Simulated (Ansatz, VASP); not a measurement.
**CdBiO4: VASP beside Ansatz**

```
Cd Bi O
1.0
     3.45735    0.00000    0.00000
    -1.72867    2.99415    0.00000
     0.00000    0.00000    7.51835
Cd Bi O
1 1 4
Cartesian
  0.0000 0.0000 0.0000
  0.0000 0.0000 3.7592
  0.0000 1.9961 5.5467
  0.0000 1.9961 1.9717
  1.7287 0.9981 5.5467
  1.7287 0.9981 1.9717
```

Change from the starting cell: species swapped into the HfTiB4 type (P6/mmm, No. 191).

Alike in both runs: task relaxation of cell and atoms; functional PBE; k mesh 6 × 6 × 2; occupations gaussian, width 0.1 eV; no spin polarisation.

|  | VASP | Ansatz |
| --- | --- | --- |
| version | VASP 6.6.1 | Ansatz 0.2.0 |
| potentials or method | VASP PAW PBE potentials, release 64 (Cd, Bi_d, O), cutoff 600 eV | scalar-relativistic, plane waves, PAW |
| valence electrons in the cell | 51 | 59 |

Ansatz gave:

* gap on the k mesh at the Fermi level, each at its own relaxed structure (eV): none
* relaxed volume (Å³/atom): 12.54
* relaxed length of the cell vector where the two differ most in proportion (Å): 6.185

Problem. Which values does VASP return?

Solution. gap on the k mesh at the Fermi level, each at its own relaxed structure (eV): none; relaxed volume (Å³/atom): 12.58; relaxed length of the cell vector where the two differ most in proportion (Å): 6.198.

A gap of «none» marks a metal or a gap that the smearing closes. VASP's potentials hold 51 valence electrons a cell and Ansatz's 59, so a difference there can come from the potentials and not from the codes.

The k mesh is coarse, so the values compare programs but aren't converged. Spin-orbit coupling is off throughout.
